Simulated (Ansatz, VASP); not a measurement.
One calculation of TiO2, two programs

```
Ti O
1.0
     3.36715    0.00000    0.00000
     0.00000    3.36715    0.00000
     0.00000    0.00000    5.20517
Ti O
2 4
Direct
  0.50000 0.50000 0.50000
  0.00000 0.00000 0.00000
  0.00000 0.50000 0.66264
  0.50000 0.00000 0.83736
  0.50000 0.00000 0.33736
  0.00000 0.50000 0.16264
```

Alike in both runs: task single point; functional PBE; k mesh 8 × 8 × 6; occupations fermi-dirac, width 0.02 eV; no spin polarisation.

```csv
,VASP,Ansatz
version,VASP 6.6.1,Ansatz 0.2.0
potentials or method,"VASP PAW PBE potentials, release 64 (Ti_sv, O)","plane waves, PAW"
plane-wave cutoff (eV),520,420
valence electrons in the cell,48,48
```

|  | VASP | Ansatz | Ansatz less VASP |
| --- | --- | --- | --- |
| gap on the k mesh at the Fermi level (eV) | 2.52 | 2.54 | +0.019 |
| pressure (GPa) | 6.5 | 5.7 | -0.80 |
| traceless stress, the component that is largest in VASP (GPa) | -0.80 | -0.38 | +0.414 |
| rms of the force components (eV/Å) | 0.064 | 0.034 | -0.0303 |

Atom by atom the forces differ by 0.030 eV/Å (rms over components).
